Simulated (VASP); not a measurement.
# AlCu3 (Fm-3m) in VASP: vibrations by perturbation theory with LDA

Aim: the vibrations by perturbation theory of AlCu3 with LDA.

All numbers are computed with VASP 6.6.1; they aren't measurements. Logs are shortened: lines on timing, memory, paths and dates and some standing lists are left out, and cuts for length are marked.

## 1. The cell of the first run

It takes space group Fm-3m (No. 225, cubic). Conventional cell: a = 5.738 Å, b = 5.738 Å, c = 5.738 Å, α = 90.00°, β = 90.00°, γ = 90.00°. Within 3.3 Å of Al (site symmetry m-3m) lie 14 Cu at 2.48 to 2.87 Å. Within 3.3 Å of Cu (site symmetry m-3m) lie 8 Cu at 2.48 Å and 6 Al at 2.87 Å. Within 3.3 Å of Cu (site symmetry -43m) lie 4 Al at 2.48 Å and 10 Cu at 2.48 to 2.87 Å.

## 2. Vibrations by perturbation theory, LDA (phonons at volume x 1.02)

Contents of INCAR:

```
SYSTEM = AlCu3
ALGO = Fast
EDIFF = 1E-8
ENCUT = 520
IBRION = 8
ISIF = 2
ISMEAR = -1
LASPH = .TRUE.
LCHARG = .TRUE.
LREAL = .FALSE.
LWAVE = .FALSE.
NELM = 60
NSW = 1
PREC = Accurate
SIGMA = 0.15
```

Contents of KPOINTS:

```
k-points
0
G
  12 12 12
  0 0 0
```

Contents of POSCAR:

```
AlCu3
1.0
    0.0000000000      2.8688762066      2.8688762066
    2.8688762066      0.0000000000      2.8688762066
    2.8688762066      2.8688762066      0.0000000000
Al Cu
1 3
Direct
    0.0000000000      0.0000000000      0.0000000000
    0.5000000000      0.5000000000      0.5000000000
    0.2500000000      0.2500000000      0.2500000000
    0.7500000000      0.7500000000      0.7500000000
```

Potentials or basis: VASP PAW LDA potentials, release 64 (Al, Cu).

The run is started by

```bash
$ cat potpaw_LDA.64/Al/POTCAR potpaw_LDA.64/Cu/POTCAR > POTCAR
$ mpirun -np 1 vasp_std > vasp.out
```

OUTCAR:

```text
SYSTEM = AlCu3
   EDIFF = 1E-8
   ENCUT = 520
   IBRION = 8
   ISIF = 2
   ISMEAR = -1
   LASPH = .TRUE.
   LREAL = .FALSE.
   NELM = 60
   NSW = 1
   PREC = Accurate

 ion  position               nearest neighbor table
   1  0.000  0.000  0.000-   4 2.48   4 2.48   4 2.48   3 2.48   4 2.48   3 2.48   3 2.48   3 2.48
                             2 2.87   2 2.87   2 2.87   2 2.87   2 2.87   2 2.87
   2  0.500  0.500  0.500-   3 2.48   3 2.48   3 2.48   3 2.48   4 2.48   4 2.48   4 2.48   4 2.48
                             1 2.87   1 2.87   1 2.87   1 2.87   1 2.87   1 2.87
   3  0.250  0.250  0.250-   1 2.48   1 2.48   1 2.48   1 2.48   2 2.48   2 2.48   2 2.48   2 2.48

   4  0.750  0.750  0.750-   2 2.48   2 2.48   2 2.48   1 2.48   2 2.48   1 2.48   1 2.48   1 2.48

  LATTYP: Found a face centered cubic cell.
 ALAT       =     5.7377524132

  Lattice vectors:

 A1 = (   0.0000000000,   2.8688762066,   2.8688762066)
 A2 = (   2.8688762066,   0.0000000000,   2.8688762066)
 A3 = (   2.8688762066,   2.8688762066,   0.0000000000)

Analysis of symmetry for initial positions (statically):
=====================================================================
 Subroutine PRICEL returns:
 Original cell was already a primitive cell.

 Routine SETGRP: Setting up the symmetry group for a
 face centered cubic supercell.

 Subroutine GETGRP returns: Found 48 space group operations
 (whereof 48 operations were pure point group operations)
 out of a pool of 48 trial point group operations.

The static configuration has the point symmetry O_h .

Analysis of symmetry for dynamics (positions and initial velocities):
=====================================================================
 Subroutine PRICEL returns:
 Original cell was already a primitive cell.

 Routine SETGRP: Setting up the symmetry group for a
 face centered cubic supercell.
[... 794 lines left out ...]
    total drift:                                0.000000     -0.000000      0.000000

  FREE ENERGIE OF THE ION-ELECTRON SYSTEM (eV)
  ---------------------------------------------------
  free  energy   TOTEN  =       -19.0831899450 eV

  energy  without entropy=      -19.0078718741  energy(sigma->0) =      -19.04553091

[... ionic steps 2 to 9 ...]

--------------------------------------- Ionic step       10  -------------------------------------------

 Free energy of the ion-electron system (eV)
  ---------------------------------------------------
  ---------------------------------------------------
  free energy    TOTEN  =        -0.24369145 eV

  energy without entropy =       -0.24369145

------------------------ aborting loop because EDIFF is reached ----------------------------------------

 INTERNAL STRAIN TENSOR  FOR ION    3  DIRECTION 1   (eV/Angst):
 -----------------------------------------------------------------------------
    -0.00405  0.00000  0.00000
     0.00000  0.00479 -0.00864
     0.00000 -0.00864  0.00479

 INTERNAL STRAIN TENSOR FOR ION    4 for displacements in x,y,z  (eV/Angst):
          X           Y           Z          XY          YZ          ZX
  --------------------------------------------------------------------------------
  x     0.00000    -0.00000    -0.00000     0.00000     0.00864     0.00000
  y     0.00000    -0.00000     0.00000     0.00000     0.00000     0.00864
  z     0.00000     0.00000    -0.00000     0.00864     0.00000     0.00000

 SECOND DERIVATIVES (NOT SYMMETRIZED)
 ------------------------------------
               1X          1Y          1Z          2X          2Y          2Z          3X          3Y          3Z          4X          4Y          4Z
  1X    -7.153508    0.000000    0.000000    0.569103    0.000000    0.000000    3.292203    0.000000    0.000000    3.292203    0.000000    0.000000
  1Y     0.000000   -7.153508    0.000000    0.000000    0.569103    0.000000    0.000000    3.292203    0.000000    0.000000    3.292203    0.000000
  1Z     0.000000    0.000000   -7.153508    0.000000    0.000000    0.569103    0.000000    0.000000    3.292203    0.000000    0.000000    3.292203
  2X     0.564304    0.000000    0.000000   -6.117582    0.000000    0.000000    2.776639    0.000000    0.000000    2.776639    0.000000    0.000000
  2Y     0.000000    0.564304    0.000000    0.000000   -6.117582    0.000000    0.000000    2.776639    0.000000    0.000000    2.776639    0.000000
  2Z     0.000000    0.000000    0.564304    0.000000    0.000000   -6.117582    0.000000    0.000000    2.776639    0.000000    0.000000    2.776639
  3X     3.289761    0.000000    0.000000    2.778122    0.000000    0.000000   -5.998332    0.000000    0.000000   -0.069550   -0.000000   -0.000000
  3Y     0.000000    3.289761    0.000000    0.000000    2.778122    0.000000    0.000000   -5.998332    0.000000   -0.000000   -0.069550    0.000000
  3Z     0.000000    0.000000    3.289761    0.000000    0.000000    2.778122    0.000000    0.000000   -5.998332   -0.000000    0.000000   -0.069550
  4X     3.289761    0.000000    0.000000    2.778122    0.000000    0.000000   -0.069550   -0.000000   -0.000000   -5.998332    0.000000    0.000000
  4Y     0.000000    3.289761    0.000000    0.000000    2.778122    0.000000   -0.000000   -0.069550    0.000000    0.000000   -5.998332    0.000000
  4Z     0.000000    0.000000    3.289761    0.000000    0.000000    2.778122   -0.000000    0.000000   -0.069550    0.000000    0.000000   -5.998332

 Eigenvectors and eigenvalues of the dynamical matrix
 ----------------------------------------------------

   1 f  =    8.874237 THz    55.758475 2PiTHz  296.012679 cm-1    36.700878 meV
             X         Y         Z           dx          dy          dz
      0.000000  0.000000  0.000000    -0.815373   -0.345906    0.000000
      2.868876  2.868876  2.868876    -0.066113   -0.028047   -0.000000
      1.434438  1.434438  1.434438     0.298559    0.126657    0.000000
      4.303314  4.303314  4.303314     0.298559    0.126657    0.000000
[... 71 lines left out ...]
  12 f/i=    0.002438 THz     0.015317 2PiTHz    0.081316 cm-1     0.010082 meV
             X         Y         Z           dx          dy          dz
      0.000000  0.000000  0.000000     0.168829   -0.308708    0.000428
      2.868876  2.868876  2.868876     0.259411   -0.474337    0.000657
      1.434438  1.434438  1.434438     0.259261   -0.474064    0.000657
      4.303314  4.303314  4.303314     0.259261   -0.474064    0.000657

--------------------------------------------------------------------------------------------------------

 ELASTIC MODULI CONTR FROM IONIC RELAXATION (kBar)
 Direction    XX          YY          ZZ          XY          YZ          ZX
 --------------------------------------------------------------------------------
 XX          -0.0000      0.0000     -0.0000     -0.0000     -0.0000     -0.0000
 YY           0.0000     -0.0000      0.0000     -0.0000      0.0000      0.0000
 ZZ          -0.0000      0.0000     -0.0000      0.0000      0.0000     -0.0000
 XY          -0.0000     -0.0000      0.0000     -0.0009      0.0000     -0.0000
 YZ          -0.0000      0.0000      0.0000      0.0000     -0.0009     -0.0000
 ZX          -0.0000      0.0000     -0.0000     -0.0000     -0.0000     -0.0009
 --------------------------------------------------------------------------------
```

stdout:

```text
POSCAR found type information on POSCAR AlCu
 POSCAR found :  2 types and       4 ions
 scaLAPACK will be used
 LDA part: xc-table for (Slater(with rela. corr.)+CA(PZ))
 , standard interpolation
 POSCAR, INCAR and KPOINTS ok, starting setup
 FFT: planning ... GRIDC
 FFT: planning ... GRID_SOFT
 FFT: planning ... GRID
 WAVECAR not read
 entering main loop
 Linear response reoptimize wavefunctions to high precision
 Linear response DOF=           3
 Linear response progress:
 first order change of Fermi-energy   0.51933E-04
 force on displaced ion       1 direction 1 :  -7.154   0.000   0.000
 Linear response progress:
 first order change of Fermi-energy   0.11181E-03
 force on displaced ion       2 direction 1 :  -6.118   0.000   0.000
 Linear response progress:
 first order change of Fermi-energy   0.45360E-05
 force on displaced ion       3 direction 1 :  -5.998   0.000   0.000
 Linear response finished
```

Run time: 7.5 min. Hardware: 1 thread of Intel Xeon 6975P-C (Granite Rapids), shared host; peak memory 0.64 GiB.

Results:

```yaml
Highest_phonon_frequency_at_Γ_LO-TO_splitting_left_out: 296 cm⁻¹
```

Phonon frequencies in cm⁻¹ (negative: imaginary):
| q point | frequencies |
| --- | --- |
| (0.000, 0.000, 0.000) | 0 0 0 159 159 159 191 191 191 296 296 296 |

Caveat: the cell differs from its parent crystal (phonons at volume x 1.02); the cell wasn't relaxed at this level first, which shifts response properties.
